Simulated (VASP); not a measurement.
Runs of VASP 6.6.1 on Hf. The structure is that of space group P6_3/mmc (No. 194), or close to it. The cells are those of the table. 

```tsv
cell	further INCAR settings	gap on the mesh (eV)	pressure (GPa)
a = 3.197, b = 3.197, c = 5.816 Å, angles 90.0, 90.0, 120.0°, 2 atoms	ALGO = Fast; EDIFF = 1e-06; NBANDS = 17	none	-11.1
a = 3.197, b = 3.197, c = 5.627 Å, angles 90.0, 90.0, 120.0°, 2 atoms	ALGO = Fast; EDIFF = 1e-06; NBANDS = 17	none	-9.2
a = 3.197, b = 3.197, c = 5.721 Å, angles 90.0, 90.0, 120.0°, 2 atoms	ALGO = Fast; EDIFF = 1e-07; NBANDS = 17	none	(b)
a = 3.197, b = 3.197, c = 4.489 Å, angles 90.0, 90.0, 120.0°, 2 atoms	ALGO = Fast; EDIFF = 1e-06; NBANDS = 17	none	(a)
a = 3.197, b = 3.197, c = 4.299 Å, angles 90.0, 90.0, 120.0°, 2 atoms	ALGO = Fast; EDIFF = 1e-06; NBANDS = 17	none	25.4
a = 3.197, b = 3.197, c = 5.437 Å, angles 90.0, 90.0, 120.0°, 2 atoms	ALGO = Fast; EDIFF = 1e-06; NBANDS = 17	none	-6.6
a = 3.197, b = 3.197, c = 4.868 Å, angles 90.0, 90.0, 120.0°, 2 atoms	ALGO = Fast; EDIFF = 1e-07; NBANDS = 17	none	5.0
a = 3.197, b = 3.197, c = 5.247 Å, angles 90.0, 90.0, 120.0°, 2 atoms	ALGO = Fast; EDIFF = 1e-06; NBANDS = 17	none	-3.5
a = 3.197, b = 3.197, c = 4.678 Å, angles 90.0, 90.0, 120.0°, 2 atoms	ALGO = Fast; EDIFF = 1e-06; NBANDS = 17	none	(c)
```

Alike in all rows: task single point; level PBE; potentials or basis VASP PAW PBE potentials, release 64 (Hf_pv); no spin polarisation; k mesh 18 × 18 × 10; cutoff (eV) 520; smearing gaussian 0.15 eV.

Question: Estimate the missing entries.

Answer: (a) 17.5; (b) -10.2; (c) 10.7.

Caveats: spin-orbit coupling is left out, which moves the levels of the heavy elements; the cell stands under tension (at least some runs); the cell stands under pressure (at least some runs).

A k mesh can miss the band edges, and the runs leave out spin-orbit coupling on Hf.

A gap of «none» marks levels without a gap at the run's occupations.
